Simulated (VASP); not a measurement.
A run of VASP 6.6.1 is set up as follows.

INCAR

```
ALGO = Normal
EDIFF = 1E-6
EDIFFG = -0.01
ENCUT = 600
GGA = PE
IBRION = 2
ISIF = 3
ISMEAR = 0
LASPH = T
LCHARG = F
LREAL = F
LWAVE = F
NELM = 100
NSW = 100
PREC = Accurate
SIGMA = 0.02
```

Contents of KPOINTS:

```
k-points
0
Gamma
  14 14 14
```

Contents of POSCAR:

```
C
1.0
    0.0000000000      2.1350826009      4.0064079603
    1.2340464460      0.0000000000      4.0064079603
    1.2340464460      2.1350826009      0.0000000000
C
2
Direct
    0.6666599863      0.3333400137      0.6666599863
    0.3333400137      0.6666599863      0.3333400137
```

Potentials or basis: VASP PAW PBE potentials, release 64 (C).

Launch:

```console
$ cat potpaw_PBE.64/C/POTCAR > POTCAR
$ mpirun -np 1 vasp_std > vasp.out
```

Predict the space group after relaxing (to 0.05 Å).

Fmmm (No. 69).

What does it give for the relaxed cell?

a = 4.541 Å, b = 4.192 Å, c = 2.467 Å, α = 81.54°, β = 65.96°, γ = 32.50°.

Final structure:
```cif
data_structure
_symmetry_space_group_name_H-M 'P 1'
_symmetry_Int_Tables_number 1
_cell_length_a 4.5408
_cell_length_b 4.1925
_cell_length_c 2.4668
_cell_angle_alpha 81.542
_cell_angle_beta 65.956
_cell_angle_gamma 32.502
_cell_volume 21.12
loop_
_atom_site_label
_atom_site_type_symbol
_atom_site_fract_x
_atom_site_fract_y
_atom_site_fract_z
_atom_site_occupancy
C1 C 0.66668 0.33332 0.66668 1
C2 C 0.33332 0.66668 0.33332 1
```
